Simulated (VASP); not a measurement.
A run of VASP 6.6.1 is set up as follows.

Contents of INCAR:

```
SYSTEM = ZnS
  PREC = Accurate
  ENCUT = 600
  EDIFF = 1E-6
  ISMEAR = 0
  SIGMA = 0.02
  LREAL = .False.
  LASPH = .True.
  NELM = 60
  ALGO = Normal
  ISIF = 3
  LWAVE = .False.
  LCHARG = .False.
  IBRION = 2
  NSW = 100
  EDIFFG = -0.002
```

File KPOINTS:

```
regular mesh
0
Gamma
  9 9 6
  0 0 0
```

Contents of POSCAR:

```
ZnS
1.0
    3.8230000000      0.0000000000      0.0000000000
   -1.9115000000      3.3108151187      0.0000000000
    0.0000000000      0.0000000000      6.2610000000
Zn S
2 2
Direct
    0.3333333333      0.6666666667      0.0000000000
    0.6666666667      0.3333333333      0.5000000000
    0.3333333333      0.6666666667      0.3750000000
    0.6666666667      0.3333333333      0.8750000000
```

Potentials or basis: VASP PAW LDA potentials, release 64 (Zn, S).

Run with:

```bash
$ cat potpaw_LDA.64/Zn/POTCAR potpaw_LDA.64/S/POTCAR > POTCAR
$ mpirun -np 1 vasp_std > vasp.out
```

**Question.** Estimate the relaxed cell.

**Answer.** a = 3.742 Å, b = 3.742 Å, c = 6.147 Å, α = 90.00°, β = 90.00°, γ = 120.00°.

**Question.** What does it give for the band gap on the k mesh?

**Answer.** 2.21 eV.

Final structure:
```xyz
4
Lattice="3.7422 0.0000 0.0000 -1.8711 3.2409 0.0000 0.0000 0.0000 6.1473" Properties=species:S:1:pos:R:3 pbc="T T T"
Zn    0.0000    2.1606    0.0034
Zn    1.8711    1.0803    3.0771
S     0.0000    2.1606    2.3018
S     1.8711    1.0803    5.3755
```
